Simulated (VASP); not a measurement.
# Ag (Fm-3m) in VASP: notebook

Ag is run at these levels: PBE; tasks: single point.

Program: VASP 6.6.1. These are calculated values, not measurements. Logs are shortened: lines on timing, memory, paths and dates and some standing lists are left out, and cuts for length are marked.

## Step 1: The cell of the first run

Symmetry: Fm-3m, No. 225, cubic system. The conventional cell has a = 4.148 Å, b = 4.148 Å, c = 4.148 Å, α = 90.00°, β = 90.00°, γ = 90.00°. Ag (site symmetry m-3m) has 12 Ag at 2.93 Å within 3.9 Å.

## Step 2: Single point, PBE

Input file INCAR:

```
SYSTEM = Ag
PREC     = Accurate       ! precision mode
ENCUT    = 500            ! plane-wave cutoff, eV
EDIFF    = 1E-6           ! SCF threshold, eV
ISMEAR   = -1             ! smearing method
SIGMA    = 0.1            ! smearing width, eV
LREAL    = .FALSE.        ! projectors in reciprocal space
LASPH    = .TRUE.         ! aspherical terms in the spheres
NELM     = 120            ! most SCF steps
ALGO     = Normal         ! electronic algorithm
ISIF     = 2              ! what is computed and relaxed
LWAVE    = .FALSE.        ! write WAVECAR
LCHARG   = .FALSE.        ! write CHGCAR
GGA      = PE             ! functional
NBANDS   = 30             ! bands
GGA_COMPAT= .FALSE.
```

Input file KPOINTS:

```
regular mesh
0
G
  2 2 2
  0 0 0
```

Input file POSCAR:

```
Ag
1.0
    4.1477514900      0.0000000000      0.0000000000
    0.0000000000      4.1477514900      0.0000000000
    0.0000000000      0.0000000000      4.1477514900
Ag
4
Direct
    0.5000000000      0.5000000000      0.0000000000
    0.0000000000      0.0000000000      0.0000000000
    0.5000000000      0.0000000000      0.5000000000
    0.0000000000      0.5000000000      0.5000000000
```

Potentials or basis: VASP PAW PBE potentials, release 64 (Ag).

Started as:

```sh
cat potpaw_PBE.64/Ag/POTCAR > POTCAR
mpirun -np 1 vasp_std > vasp.out
```

OUTCAR:

```text
SYSTEM = Ag
   PREC = Accurate
   ENCUT = 500
   EDIFF = 1E-6
   ISMEAR = -1
   LREAL = .FALSE.
   LASPH = .TRUE.
   NELM = 120
   ISIF = 2
   GGA = PE

 ion  position               nearest neighbor table
   1  0.500  0.500  0.000-   2 2.93   3 2.93   4 2.93   3 2.93   4 2.93   2 2.93   3 2.93   3 2.93
                             2 2.93   4 2.93   4 2.93   2 2.93
   2  0.000  0.000  0.000-   1 2.93   3 2.93   4 2.93   3 2.93   4 2.93   1 2.93   4 2.93   4 2.93
                             1 2.93   3 2.93   3 2.93   1 2.93
   3  0.500  0.000  0.500-   1 2.93   2 2.93   4 2.93   1 2.93   2 2.93   1 2.93   4 2.93   1 2.93
                             2 2.93   4 2.93   2 2.93   4 2.93
   4  0.000  0.500  0.500-   1 2.93   2 2.93   3 2.93   1 2.93   2 2.93   2 2.93   3 2.93   2 2.93
                             1 2.93   3 2.93   1 2.93   3 2.93

  LATTYP: Found a simple cubic cell.
 ALAT       =     4.1477514900

  Lattice vectors:

 A1 = (   4.1477514900,   0.0000000000,   0.0000000000)
 A2 = (   0.0000000000,   4.1477514900,   0.0000000000)
 A3 = (   0.0000000000,   0.0000000000,   4.1477514900)

Analysis of symmetry for initial positions (statically):
=====================================================================
 Subroutine PRICEL returns following result:

  LATTYP: Found a face centered cubic cell.
 ALAT       =     4.1477514900

  Lattice vectors:

 A1 = (   2.0738757450,  -2.0738757450,   0.0000000000)
 A2 = (   2.0738757450,   0.0000000000,   2.0738757450)
 A3 = (   0.0000000000,  -2.0738757450,   2.0738757450)

   4 primitive cells build up your supercell.

 Routine SETGRP: Setting up the symmetry group for a
 simple cubic supercell.

 Subroutine GETGRP returns: Found 48 space group operations
 (whereof 48 operations were pure point group operations)
 out of a pool of 48 trial point group operations.

The static configuration has the point symmetry O_h .

Analysis of symmetry for dynamics (positions and initial velocities):
=====================================================================
 Subroutine PRICEL returns following result:

  LATTYP: Found a face centered cubic cell.
 ALAT       =     4.1477514900

  Lattice vectors:

 A1 = (   2.0738757450,  -2.0738757450,   0.0000000000)
 A2 = (   2.0738757450,   0.0000000000,   2.0738757450)
 A3 = (   0.0000000000,  -2.0738757450,   2.0738757450)

   4 primitive cells build up your supercell.

 Routine SETGRP: Setting up the symmetry group for a
 simple cubic supercell.

 Subroutine GETGRP returns: Found 48 space group operations
 (whereof 48 operations were pure point group operations)
 out of a pool of 48 trial point group operations.

The dynamic configuration has the point symmetry O_h .

 Subroutine INISYM returns: Found 48 space group operations
 (whereof 48 operations are pure point group operations),
 and found     4 'primitive' translations

----------------------------------------------------------------------------------------

                                     Primitive cell

  volume of cell :      17.8393

  direct lattice vectors                    reciprocal lattice vectors
     2.073875745 -2.073875745  0.000000000     0.241094483 -0.241094483 -0.241094483
     2.073875745  0.000000000  2.073875745     0.241094483  0.241094483  0.241094483
     0.000000000 -2.073875745  2.073875745    -0.241094483 -0.241094483  0.241094483

  length of vectors
     2.932903205  2.932903205  2.932903205     0.417587894  0.417587894  0.417587894

  position of ions in fractional coordinates (direct lattice)
     0.000000000  1.000000000  0.000000000

  ion indices of the primitive-cell ions
   primitive index   ion index
                 1           1

----------------------------------------------------------------------------------------

 KPOINTS: regular mesh

Automatic generation of k-mesh.
 Grid dimensions read from file:
 generate k-points for:    2    2    2

 Generating k-lattice:

  Cartesian coordinates                     Fractional coordinates (reciprocal lattice)
     0.120547241  0.000000000  0.000000000     0.500000000  0.000000000  0.000000000
     0.000000000  0.120547241  0.000000000     0.000000000  0.500000000  0.000000000
     0.000000000  0.000000000  0.120547241     0.000000000  0.000000000  0.500000000

  Length of vectors
     0.120547241  0.120547241  0.120547241

  Shift w.r.t. Gamma in fractional coordinates (k-lattice)
     0.000000000  0.000000000  0.000000000

 Subroutine IBZKPT returns following result:
 ===========================================

 Found      4 irreducible k-points:

 Following reciprocal coordinates:
            Coordinates               Weight
  0.000000  0.000000  0.000000      1.000000
  0.500000  0.000000  0.000000      3.000000
  0.500000  0.500000  0.000000      3.000000
  0.500000  0.500000  0.500000      1.000000
   k-points           NKPTS =      4   k-points in BZ     NKDIM =      4   number of bands    NBANDS=     30
   number of dos      NEDOS =    301   number of ions     NIONS =      4
   total plane-waves  NPLWV =  27000
   dimension x,y,z NGX =    30 NGY =   30 NGZ =   30
   dimension x,y,z NGXF=    60 NGYF=   60 NGZF=   60
   ions per type =               4
   NGX,Y,Z   is equivalent  to a cutoff of  12.02, 12.02, 12.02 a.u.
   NGXF,Y,Z  is equivalent  to a cutoff of  24.05, 24.05, 24.05 a.u.
 SYSTEM =  Ag
   PREC   = accura    normal or accurate (medium, high low for compatibility)
   ISTART =      0    job   : 0-new  1-cont  2-samecut
   ICHARG =      2    charge: 1-file 2-atom 10-const
   ISPIN  =      1    spin polarized calculation?
   LNONCOLLINEAR =      F non collinear calculations
   LSORBIT =      F    spin-orbit coupling
   LASPH  =      T    aspherical Exc in radial PAW
   ENCUT  =  500.0 eV  36.75 Ry    6.06 a.u.   7.56  7.56  7.56*2*pi/ulx,y,z
   NELM   =    120;   NELMIN=  2; NELMDL= -5     # of ELM steps
   EDIFF  = 0.1E-05   stopping-criterion for ELM
   LREAL  =      F    real-space projection
   EDIFFG = 0.1E-04   stopping-criterion for IOM
   NSW    =      0    number of steps for IOM
   IBRION =     -1    ionic relax: 0-MD 1-quasi-New 2-CG
   NFREE  =      0    steps in history (QN), initial steepest desc. (CG)
   ISIF   =      2    stress and relaxation
   ISYM   =      2    0-nonsym 1-usesym 2-fastsym
   POTIM  = 0.5000    time-step for ionic-motion
   TEBEG  =    0.0;   TEEND  =   0.0 temperature during run
   PSTRESS=    0.0 pullay stress
   NELECT =      44.0000    total number of electrons
   NUPDOWN=      -1.0000    fix difference up-down
   EMIN   =  10.00;   EMAX   =-10.00  energy-range for DOS
   EFERMI =   0.00;   METHOD = LEGACY
   ISMEAR =    -1;   SIGMA  =   0.10  broadening in eV -4-tet -1-fermi 0-gaus
   EFERMI_NEDOS =   21; number of points for ismear=-14 and -15
   IALGO  =     38    algorithm
   IMIX   =      4    mixing-type and parameters
     AMIX     =   0.40;   BMIX     =  1.00
     AMIX_MAG =   1.60;   BMIX_MAG =  1.00
  volume/ion in A,a.u.               =      17.84       120.39
  Fermi-wavevector in a.u.,A,eV,Ry     =   1.393412  2.633168 26.417045  1.941598
  Thomas-Fermi vector in A             =   2.517061
   LORBIT       =      0    0 simple, 1 ext, 2 COOP (PROOUT), +10 PAW based schemes
   GGA     = PE    functional components
   LHFCALC =     F    Hartree Fock is set to
   AEXX    =    0.0000 exact exchange contribution
   IVDW    =     0    specifies the selected vdW correction
   LEPSILON=     F    determine dielectric tensor
   LRPA    =     F    only Hartree local field effects (RPA)
 non-spin polarized calculation
  energy-cutoff  :      500.00
  volume of cell :       71.36
 maximum number of plane-waves:      1856
   NGX = 15   NGY = 15   NGZ = 15

 number of electron      44.0000050 magnetization

 Free energy of the ion-electron system (eV)
  ---------------------------------------------------
  ext. energy  EPLUGINS =         0.00000000
  ---------------------------------------------------
  free energy    TOTEN  =        -9.99329168 eV

  energy without entropy =       -9.76867293  energy(sigma->0) =       -9.88098231

 E-fermi :   7.3735     XC(G=0): -11.9248

 val. band max:        7.2881773018   @ k =   0.5000   0.5000   0.0000
 cond. band min:       7.5497025310   @ k =   0.5000   0.5000   0.5000
 fundamental gap:      0.2615252292
 Fermi energy:         7.3734644668

 k-point     1 :       0.0000    0.0000    0.0000
  band No.  band energies     occupation
      1       0.3862      2.00000
      2       1.7237      2.00000
      3       1.7237      2.00000
      4       1.7237      2.00000
      5       1.8569      2.00000
      6       1.8569      2.00000
      7       1.8569      2.00000
      8       3.2507      2.00000
      9       3.2507      2.00000
     10       3.2507      2.00000
     11       4.2102      2.00000
     12       4.2102      2.00000
     13       4.9190      2.00000
     14       4.9190      2.00000
     15       4.9190      2.00000
     16       5.1435      2.00000
     17       5.1435      2.00000
     18       5.1435      2.00000
     19       5.1435      2.00000
     20       5.1435      2.00000
     21       5.1435      2.00000
     22       9.4782      0.00000
     23       9.4782      0.00000
     24       9.4782      0.00000
     25      14.2528      0.00000
     26      14.2528      0.00000
     27      14.2528      0.00000
     28      18.2658      0.00000
     29      18.2658      0.00000
     30      18.2658      0.00000

 k-point     2 :       0.5000    0.0000    0.0000
  band No.  band energies     occupation
      1       2.1307      2.00000
      2       2.1307      2.00000
      3       2.4301      2.00000
      4       2.4301      2.00000
      5       2.5138      2.00000
      6       2.5138      2.00000
      7       3.0005      2.00000
      8       3.0005      2.00000
      9       3.0005      2.00000
     10       3.0005      2.00000
     11       4.0629      2.00000
     12       4.0629      2.00000
     13       4.0629      2.00000
     14       4.0629      2.00000
     15       4.1956      2.00000
     16       4.1956      2.00000
     17       4.2207      2.00000
     18       4.2207      2.00000
     19       4.5549      2.00000
     20       4.5549      2.00000
     21       5.1445      2.00000
     22       5.1445      2.00000
     23      13.6333      0.00000
     24      13.6333      0.00000
     25      13.6333      0.00000
     26      13.6333      0.00000
     27      14.5221      0.00000
     28      14.5221      0.00000
     29      15.7920      0.00000
     30      15.7920      0.00000

 k-point     3 :       0.5000    0.5000    0.0000
  band No.  band energies     occupation
      1       2.7316      2.00000
      2       2.7316      2.00000
      3       2.7316      2.00000
      4       2.7316      2.00000
      5       2.9459      2.00000
      6       2.9459      2.00000
      7       2.9459      2.00000
      8       2.9459      2.00000
      9       3.3194      2.00000
     10       3.3194      2.00000
     11       3.3194      2.00000
     12       3.3194      2.00000
     13       3.8604      2.00000
     14       3.8604      2.00000
     15       3.8604      2.00000
     16       3.8604      2.00000
     17       4.2231      2.00000
     18       4.2231      2.00000
     19       4.2231      2.00000
     20       4.2231      2.00000
     21       7.2882      1.40234
     22       7.2882      1.40234
     23       7.2882      1.40234
     24       7.2882      1.40234
     25      16.8408      0.00000
     26      16.8408      0.00000
     27      16.8412      0.00000
     28      16.8800      0.00000
     29      16.8801      0.00000
     30      16.8801      0.00000

 k-point     4 :       0.5000    0.5000    0.5000
  band No.  band energies     occupation
      1       1.7564      2.00000
      2       1.7564      2.00000
      3       1.7564      2.00000
      4       1.7564      2.00000
      5       3.2302      2.00000
      6       3.2302      2.00000
      7       3.2302      2.00000
      8       3.2302      2.00000
      9       3.2302      2.00000
     10       3.2302      2.00000
     11       3.2302      2.00000
     12       3.2302      2.00000
     13       4.9502      2.00000
     14       4.9502      2.00000
     15       4.9502      2.00000
     16       4.9502      2.00000
     17       4.9502      2.00000
     18       4.9502      2.00000
     19       4.9502      2.00000
     20       4.9502      2.00000
     21       7.5497      0.29298
     22       7.5497      0.29298
     23       7.5497      0.29298
     24       7.5497      0.29298
     25      11.2225      0.00000
     26      11.2225      0.00000
     27      11.2225      0.00000
     28      11.2225      0.00000
     29      22.9688      0.00000
     30      22.9688      0.00000

------------------------ aborting loop because EDIFF is reached ----------------------------------------

  FORCE on cell =-STRESS in cart. coord.  units (eV):
  Direction    XX          YY          ZZ          XY          YZ          ZX
  --------------------------------------------------------------------------------------
  -------------------------------------------------------------------------------------
  Total        2.2431244      2.2431244      2.2431244      0.0000000     -0.0000000      0.0000000
  in kB       50.3646435     50.3646435     50.3646435      0.0000000     -0.0000000      0.0000000
  external PRESSURE =      50.3646435 kB  Pullay stress =       0.0000000 kB

 VOLUME and BASIS-vectors are now :
 -----------------------------------------------------------------------------
  energy-cutoff  :      500.00
  volume of cell :       71.36
      direct lattice vectors                 reciprocal lattice vectors
     4.147751490  0.000000000  0.000000000     0.241094483  0.000000000  0.000000000
     0.000000000  4.147751490  0.000000000     0.000000000  0.241094483  0.000000000
     0.000000000  0.000000000  4.147751490     0.000000000  0.000000000  0.241094483

 POSITION                                       TOTAL-FORCE (eV/Angst)
 -----------------------------------------------------------------------------------
      2.07388      2.07388      0.00000         0.000000      0.000000     -0.000000
      0.00000      0.00000      0.00000        -0.000000      0.000000      0.000000
      2.07388      0.00000      2.07388        -0.000000     -0.000000      0.000000
      0.00000      2.07388      2.07388         0.000000      0.000000      0.000000
 -----------------------------------------------------------------------------------
    total drift:                                0.000000      0.000000     -0.000000

  FREE ENERGIE OF THE ION-ELECTRON SYSTEM (eV)
  ---------------------------------------------------
  free  energy   TOTEN  =        -9.9932916814 eV

  energy  without entropy=       -9.7686729311  energy(sigma->0) =       -9.88098231
```

It took 21 s on 1 thread of Intel Xeon 8259CL, shared host; peak memory 0.16 GiB.

Results:

```yaml
Free_energy: -9.9933 eV
Pressure: 5.0 GPa
Band_gap_on_the_k_mesh: zero (band 22 reaches 9.48 eV, above the bottom of band 23 at 7.29 eV)
```

Levels at points of the mesh, in eV from the Fermi level:
| k point | band 18 | band 19 | band 20 | band 21 | band 22 | band 23 | band 24 | band 25 |
| --- | --- | --- | --- | --- | --- | --- | --- | --- |
| (0.00, 0.00, 0.00) | -2.23 | -2.23 | -2.23 | -2.23 | 2.10 | 2.10 | 2.10 | 6.88 |
| (0.50, 0.00, 0.00) | -3.15 | -2.82 | -2.82 | -2.23 | -2.23 | 6.26 | 6.26 | 6.26 |
| (0.50, 0.50, 0.00) | -3.15 | -3.15 | -3.15 | -0.09 | -0.09 | -0.09 | -0.09 | 9.47 |
| (0.50, 0.50, 0.50) | -2.42 | -2.42 | -2.42 | 0.18 | 0.18 | 0.18 | 0.18 | 3.85 |

Caveat: the k points lie up to 0.76 Å⁻¹ apart.

## Step 3: Single point, PBE

Input file INCAR:

```
PREC = Accurate
ENCUT = 500
EDIFF = 1E-6
ISMEAR = -1
SIGMA = 0.1
LREAL = F
LASPH = T
NELM = 120
ALGO = Normal
ISIF = 2
LWAVE = F
LCHARG = T
GGA = PE
LELF = T
LVHAR = T
NBANDS = 30
GGA_COMPAT = F
```

Input file KPOINTS:

```
Automatic mesh
0
Gamma
  2 2 2
```

POSCAR is that of step 2.

Potentials or basis: VASP PAW PBE potentials, release 64 (Ag).

Started as:

```sh
cat potpaw_PBE.64/Ag/POTCAR > POTCAR
mpirun -np 1 vasp_std > vasp.out
```

It took 22 s on 1 thread of Intel Xeon 8259CL, shared host; peak memory 0.16 GiB.

Results (log left out):

| Property | Result |
| --- | --- |
| Free energy | -9.9933 eV |
| Pressure | 5.0 GPa |
| Band gap on the k mesh | zero (band 22 reaches 9.48 eV, above the bottom of band 23 at 7.29 eV) |

Levels at points of the mesh, in eV from the Fermi level:
| k point | band 18 | band 19 | band 20 | band 21 | band 22 | band 23 | band 24 | band 25 |
| --- | --- | --- | --- | --- | --- | --- | --- | --- |
| (0.00, 0.00, 0.00) | -2.23 | -2.23 | -2.23 | -2.23 | 2.10 | 2.10 | 2.10 | 6.88 |
| (0.50, 0.00, 0.00) | -3.15 | -2.82 | -2.82 | -2.23 | -2.23 | 6.26 | 6.26 | 6.26 |
| (0.50, 0.50, 0.00) | -3.15 | -3.15 | -3.15 | -0.09 | -0.09 | -0.09 | -0.09 | 9.47 |
| (0.50, 0.50, 0.50) | -2.42 | -2.42 | -2.42 | 0.18 | 0.18 | 0.18 | 0.18 | 3.85 |

Caveat: the k points lie up to 0.76 Å⁻¹ apart.
